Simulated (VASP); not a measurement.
# AgB2 (P6/mmm) in VASP: further runs

Aim: see how the results for AgB2 move with the level of theory and the settings. Levels: revPBE, PBE. Tasks: single point.

Everything below comes from runs of VASP 6.6.1. Logs are shortened: lines on timing, memory, paths and dates and some standing lists are left out, and cuts for length are marked.

### 1 The cell of the first run

It takes space group P6/mmm (No. 191, hexagonal). The conventional cell has a = 3.021 Å, b = 3.021 Å, c = 4.063 Å, α = 90.00°, β = 90.00°, γ = 120.00°. Within 3.5 Å of Ag (site symmetry 6/mmm) lie 12 B at 2.68 Å and 6 Ag at 3.02 Å. Within 2.3 Å of B (site symmetry -6m2) lie 3 B at 1.74 Å.

### 2 Single point, revPBE

File INCAR:

```
SYSTEM = AgB2
PREC = Accurate
ENCUT = 520
EDIFF = 1E-6
ISMEAR = 0
SIGMA = 0.001
LREAL = .False.
LASPH = .True.
NELM = 80
ALGO = Normal
ISIF = 2
LWAVE = .False.
LCHARG = .False.
GGA = RE
NBANDS = 16
```

File KPOINTS:

```
regular mesh
0
Gamma
  14 14 11
  0 0 0
```

File POSCAR:

```
AgB2
1.0
    3.0211797805      0.0000000000      0.0000000000
   -1.5105898903      2.6164184393      0.0000000000
    0.0000000000      0.0000000000      4.0626616814
Ag B
1 2
Direct
    0.0000000000      0.0000000000      0.0000000000
    0.3333333333      0.6666666667      0.5000000000
    0.6666666667      0.3333333333      0.5000000000
```

Potentials or basis: VASP PAW PBE potentials, release 64 (Ag, B).

Command:

```sh
cat potpaw_PBE.64/Ag/POTCAR potpaw_PBE.64/B/POTCAR > POTCAR
mpirun -np 1 vasp_std > vasp.out
```

OUTCAR:

```text
SYSTEM = AgB2
   PREC = Accurate
   ENCUT = 520
   EDIFF = 1E-6
   ISMEAR = 0
   LREAL = .False.
   LASPH = .True.
   NELM = 80
   ISIF = 2
   GGA = RE

 ion  position               nearest neighbor table
   1  0.000  0.000  0.000-   2 2.68   3 2.68   2 2.68   3 2.68   3 2.68   3 2.68   2 2.68   2 2.68
                             3 2.68   3 2.68   2 2.68   2 2.68
   2  0.333  0.667  0.500-   3 1.74   3 1.74   3 1.74   1 2.68   1 2.68   1 2.68   1 2.68   1 2.68
                             1 2.68
   3  0.667  0.333  0.500-   2 1.74   2 1.74   2 1.74   1 2.68   1 2.68   1 2.68   1 2.68   1 2.68
                             1 2.68

  LATTYP: Found a hexagonal cell.
 ALAT       =     3.0211797805
 C/A-ratio  =     1.3447268870

  Lattice vectors:

 A1 = (   3.0211797805,   0.0000000000,   0.0000000000)
 A2 = (  -1.5105898903,   2.6164184393,   0.0000000000)
 A3 = (   0.0000000000,   0.0000000000,   4.0626616814)

Analysis of symmetry for initial positions (statically):
=====================================================================
 Subroutine PRICEL returns:
 Original cell was already a primitive cell.

 Routine SETGRP: Setting up the symmetry group for a
 hexagonal supercell.

 Subroutine GETGRP returns: Found 24 space group operations
 (whereof 24 operations were pure point group operations)
 out of a pool of 24 trial point group operations.

The static configuration has the point symmetry D_6h.

Analysis of symmetry for dynamics (positions and initial velocities):
=====================================================================
 Subroutine PRICEL returns:
 Original cell was already a primitive cell.

 Routine SETGRP: Setting up the symmetry group for a
 hexagonal supercell.

 Subroutine GETGRP returns: Found 24 space group operations
 (whereof 24 operations were pure point group operations)
 out of a pool of 24 trial point group operations.

The dynamic configuration has the point symmetry D_6h.

 Subroutine INISYM returns: Found 24 space group operations
 (whereof 24 operations are pure point group operations),
 and found     1 'primitive' translations

----------------------------------------------------------------------------------------

                                     Primitive cell

  volume of cell :      32.1140

  direct lattice vectors                    reciprocal lattice vectors
     3.021179780  0.000000000  0.000000000     0.330996522  0.191100931  0.000000000
    -1.510589890  2.616418439  0.000000000     0.000000000  0.382201862  0.000000000
     0.000000000  0.000000000  4.062661681     0.000000000  0.000000000  0.246144050

  length of vectors
     3.021179780  3.021179781  4.062661681     0.382201862  0.382201862  0.246144050

  position of ions in fractional coordinates (direct lattice)
     0.000000000  0.000000000  0.000000000
     0.333333333  0.666666667  0.500000000
     0.666666667  0.333333333  0.500000000

  ion indices of the primitive-cell ions
   primitive index   ion index
                 1           1
                 2           2
                 3           3

----------------------------------------------------------------------------------------

 KPOINTS: regular mesh

Automatic generation of k-mesh.
 Grid dimensions read from file:
 generate k-points for:   14   14   11

 Generating k-lattice:

  Cartesian coordinates                     Fractional coordinates (reciprocal lattice)
     0.023642609  0.013650067  0.000000000     0.071428571  0.000000000  0.000000000
     0.000000000  0.027300133  0.000000000     0.000000000  0.071428571  0.000000000
     0.000000000  0.000000000  0.022376732     0.000000000  0.000000000  0.090909091

  Length of vectors
     0.027300133  0.027300133  0.022376732

  Shift w.r.t. Gamma in fractional coordinates (k-lattice)
     0.000000000  0.000000000  0.000000000

 Subroutine IBZKPT returns following result:
 ===========================================

 Found    144 irreducible k-points:

 Following reciprocal coordinates:
            Coordinates               Weight
  0.000000  0.000000  0.000000      1.000000
  0.071429 -0.000000  0.000000      6.000000
  0.142857 -0.000000  0.000000      6.000000
  0.214286  0.000000  0.000000      6.000000
  0.285714  0.000000  0.000000      6.000000
  0.357143  0.000000  0.000000      6.000000
[... 16 lines left out ...]
  0.285714  0.285714  0.000000      6.000000
  0.357143  0.285714  0.000000      6.000000
 [... further k-points ...]
   k-points           NKPTS =    144   k-points in BZ     NKDIM =    144   number of bands    NBANDS=     16
   number of dos      NEDOS =    301   number of ions     NIONS =      3
   total plane-waves  NPLWV =  17280
   dimension x,y,z NGX =    24 NGY =   24 NGZ =   30
   dimension x,y,z NGXF=    48 NGYF=   48 NGZF=   60
   ions per type =               1   2
   NGX,Y,Z   is equivalent  to a cutoff of  13.21, 13.21, 12.28 a.u.
   NGXF,Y,Z  is equivalent  to a cutoff of  26.41, 26.41, 24.55 a.u.
 SYSTEM =  AgB2
   PREC   = accura    normal or accurate (medium, high low for compatibility)
   ISTART =      0    job   : 0-new  1-cont  2-samecut
   ICHARG =      2    charge: 1-file 2-atom 10-const
   ISPIN  =      1    spin polarized calculation?
   LNONCOLLINEAR =      F non collinear calculations
   LSORBIT =      F    spin-orbit coupling
   LASPH  =      T    aspherical Exc in radial PAW
   ENCUT  =  520.0 eV  38.22 Ry    6.18 a.u.   5.62  5.62  7.55*2*pi/ulx,y,z
   NELM   =     80;   NELMIN=  2; NELMDL= -5     # of ELM steps
   EDIFF  = 0.1E-05   stopping-criterion for ELM
   LREAL  =      F    real-space projection
   EDIFFG = 0.1E-04   stopping-criterion for IOM
   NSW    =      0    number of steps for IOM
   IBRION =     -1    ionic relax: 0-MD 1-quasi-New 2-CG
   NFREE  =      0    steps in history (QN), initial steepest desc. (CG)
   ISIF   =      2    stress and relaxation
   ISYM   =      2    0-nonsym 1-usesym 2-fastsym
   POTIM  = 0.5000    time-step for ionic-motion
   TEBEG  =    0.0;   TEEND  =   0.0 temperature during run
   PSTRESS=    0.0 pullay stress
   NELECT =      17.0000    total number of electrons
   NUPDOWN=      -1.0000    fix difference up-down
   EMIN   =  10.00;   EMAX   =-10.00  energy-range for DOS
   EFERMI =   0.00;   METHOD = LEGACY
   ISMEAR =     0;   SIGMA  =   0.00  broadening in eV -4-tet -1-fermi 0-gaus
   EFERMI_NEDOS =   21; number of points for ismear=-14 and -15
   IALGO  =     38    algorithm
   IMIX   =      4    mixing-type and parameters
     AMIX     =   0.40;   BMIX     =  1.00
     AMIX_MAG =   1.60;   BMIX_MAG =  1.00
  volume/ion in A,a.u.               =      10.70        72.24
  Fermi-wavevector in a.u.,A,eV,Ry     =   1.324320  2.502602 23.862223  1.753824
  Thomas-Fermi vector in A             =   2.453863
   LORBIT       =      0    0 simple, 1 ext, 2 COOP (PROOUT), +10 PAW based schemes
   GGA     = RE    functional components
   LHFCALC =     F    Hartree Fock is set to
   AEXX    =    0.0000 exact exchange contribution
   IVDW    =     0    specifies the selected vdW correction
   LEPSILON=     F    determine dielectric tensor
   LRPA    =     F    only Hartree local field effects (RPA)
 non-spin polarized calculation
 Gauss-broadening in eV      SIGMA  =   0.00
  energy-cutoff  :      520.00
  volume of cell :       32.11
 maximum number of plane-waves:       891
 NGX is ok and might be reduce to    24
   NGX = 11   NGY = 11   NGZ = 15

 number of electron      16.9999995 magnetization

 Free energy of the ion-electron system (eV)
  ---------------------------------------------------
  ext. energy  EPLUGINS =         0.00000000
  ---------------------------------------------------
  free energy    TOTEN  =       -13.69531335 eV

  energy without entropy =      -13.69531010  energy(sigma->0) =      -13.69531172

 E-fermi :   7.0973     XC(G=0): -11.9380

 val. band max:        7.0965290477   @ k =   0.1429   0.0714   0.0909
 cond. band min:       7.1478446693   @ k =   0.2143   0.0000   0.1818
 fundamental gap:      0.0513156216
 Fermi energy:         7.0973424676

 k-point     1 :       0.0000    0.0000    0.0000
  band No.  band energies     occupation
      1      -4.9489      2.00000
      2       1.4639      2.00000
      3       2.3373      2.00000
      4       2.3373      2.00000
      5       3.2709      2.00000
      6       3.2709      2.00000
[... 8 lines left out ...]
     15      23.7246      0.00000
     16      24.8584      0.00000

 k-point     2 :       0.0714   -0.0000    0.0000
  band No.  band energies     occupation
      1      -4.8558      2.00000
      2       1.5318      2.00000
      3       2.2869      2.00000
      4       2.3957      2.00000
      5       2.7545      2.00000
      6       3.2572      2.00000
[... 8 lines left out ...]
     15      24.0402      0.00000
     16      24.5329      0.00000

 k-point     3 :       0.1429   -0.0000    0.0000
  band No.  band energies     occupation
      1      -4.5786      2.00000
      2       1.6997      2.00000
      3       2.1607      2.00000
      4       2.2871      2.00000
      5       2.5640      2.00000
      6       3.2189      2.00000
[... 8 lines left out ...]
     15      23.5772      0.00000
     16      24.3929      0.00000

 k-point     4 :       0.2143    0.0000    0.0000
  band No.  band energies     occupation
      1      -4.1232      2.00000
      2       1.7566      2.00000
      3       1.9150      2.00000
      4       2.1144      2.00000
      5       2.8216      2.00000
      6       3.1642      2.00000
[... 8 lines left out ...]
     15      22.3690      0.00000
     16      23.0757      0.00000
[... 324 lines left out ...]
 k-point    22 :       0.3571    0.2143    0.0000
  band No.  band energies     occupation
      1      -0.7961      2.00000
      2       0.1518      2.00000
      3       1.5461      2.00000
      4       1.5912      2.00000
      5       2.4539      2.00000
      6       3.4485      2.00000
[... 8 lines left out ...]
     15      19.0850      0.00000
     16      21.6913      0.00000

 k-point    23 :       0.2857    0.2857    0.0000
  band No.  band energies     occupation
      1      -0.8695      2.00000
      2       0.6380      2.00000
      3       1.3174      2.00000
      4       1.6991      2.00000
      5       2.3071      2.00000
      6       3.3310      2.00000
[... 8 lines left out ...]
     15      19.8436      0.00000
     16      20.4210      0.00000

 k-point    24 :       0.3571    0.2857    0.0000
  band No.  band energies     occupation
      1      -0.0594      2.00000
      2       0.0955      2.00000
      3       1.0374      2.00000
      4       1.8099      2.00000
      5       2.1467      2.00000
      6       3.3125      2.00000
[... 8 lines left out ...]
     15      20.0044      0.00000
     16      21.2508      0.00000

 [... further k-points ...]

------------------------ aborting loop because EDIFF is reached ----------------------------------------

  FORCE on cell =-STRESS in cart. coord.  units (eV):
  Direction    XX          YY          ZZ          XY          YZ          ZX
  --------------------------------------------------------------------------------------
  -------------------------------------------------------------------------------------
  Total        0.5872644      0.5872644      0.4652757     -0.0000000      0.0000000      0.0000000
  in kB       29.2988001     29.2988001     23.2127455     -0.0000000      0.0000000      0.0000000
  external PRESSURE =      27.2701152 kB  Pullay stress =       0.0000000 kB

 VOLUME and BASIS-vectors are now :
 -----------------------------------------------------------------------------
  energy-cutoff  :      520.00
  volume of cell :       32.11
      direct lattice vectors                 reciprocal lattice vectors
     3.021179780  0.000000000  0.000000000     0.330996522  0.191100931  0.000000000
    -1.510589890  2.616418439  0.000000000     0.000000000  0.382201862  0.000000000
     0.000000000  0.000000000  4.062661681     0.000000000  0.000000000  0.246144050

 POSITION                                       TOTAL-FORCE (eV/Angst)
 -----------------------------------------------------------------------------------
      0.00000      0.00000      0.00000         0.000000      0.000000      0.000000
     -0.00000      1.74428      2.03133         0.000000     -0.000000      0.000000
      1.51059      0.87214      2.03133        -0.000000      0.000000      0.000000
 -----------------------------------------------------------------------------------
    total drift:                               -0.000000      0.000000      0.000000

  FREE ENERGIE OF THE ION-ELECTRON SYSTEM (eV)
  ---------------------------------------------------
  free  energy   TOTEN  =       -13.6953133452 eV

  energy  without entropy=      -13.6953101045  energy(sigma->0) =      -13.69531172
```

Run time: 83 s. Hardware: 1 thread of Intel Xeon 8259CL, shared host; peak memory 0.2 GiB.

Results:

| Quantity | Value |
| --- | --- |
| Free energy | -13.6953 eV |
| Pressure | 2.7 GPa |
| Band gap on the k mesh | zero (an odd number of electrons rules out a gap without spin polarisation) |

Stress tensor (GPa, compression positive):
```
2.93 0.00 0.00
0.00 2.93 0.00
0.00 0.00 2.32
```

Caveat: the PAW data sets were made with another functional, which shifts forces and pressure a little.

### 3 Single point, PBE

This run uses another cell than the first one, of 10.99 Å³/atom.

File INCAR:

```
SYSTEM = AgB2
PREC = Accurate
ENCUT = 520
EDIFF = 1E-6
ISMEAR = -1
SIGMA = 0.05
LREAL = .False.
LASPH = .True.
NELM = 80
ALGO = Normal
ISIF = 2
LWAVE = .False.
LCHARG = .False.
GGA = PE
NBANDS = 16
```

File KPOINTS:

```
Automatic mesh
0
Gamma
  14 14 11
  0 0 0
```

File POSCAR:

```
AgB2
1.0
    3.0325904895      0.0000000000      0.0000000000
   -1.5162952448      2.6263004032      0.0000000000
    0.0000000000      0.0000000000      4.1391931541
Ag B
1 2
Direct
    0.0000000000      0.0000000000      0.0000000000
    0.3333333333      0.6666666667      0.5000000000
    0.6666666667      0.3333333333      0.5000000000
```

Potentials or basis: VASP PAW PBE potentials, release 64 (Ag, B).

Command:

```sh
cat potpaw_PBE.64/Ag/POTCAR potpaw_PBE.64/B/POTCAR > POTCAR
mpirun -np 1 vasp_std > vasp.out
```

Wall time 79 s (1 thread of Intel Xeon 8259CL, shared host); peak memory 0.2 GiB.

The run converged. Its results:

- Free energy: -14.5645 eV
- Pressure: -3.3 GPa
- Band gap on the k mesh: zero (an odd number of electrons rules out a gap without spin polarisation)

Stress tensor (GPa, compression positive):
```
-2.90  0.00  0.00
 0.00 -2.90  0.00
 0.00  0.00 -3.98
```

Levels at points of the mesh, in eV from the Fermi level:
| k point | band 5 | band 6 | band 7 | band 8 | band 9 | band 10 | band 11 | band 12 |
| --- | --- | --- | --- | --- | --- | --- | --- | --- |
| (0.00, 0.00, 0.00) | -3.81 | -3.81 | -3.73 | 0.98 | 1.28 | 1.28 | 7.59 | 7.59 |
| (0.50, 0.00, 0.00) | -4.07 | -3.28 | -2.70 | -1.57 | 2.49 | 2.76 | 3.77 | 5.70 |

Caveat: the cell stands under tension.
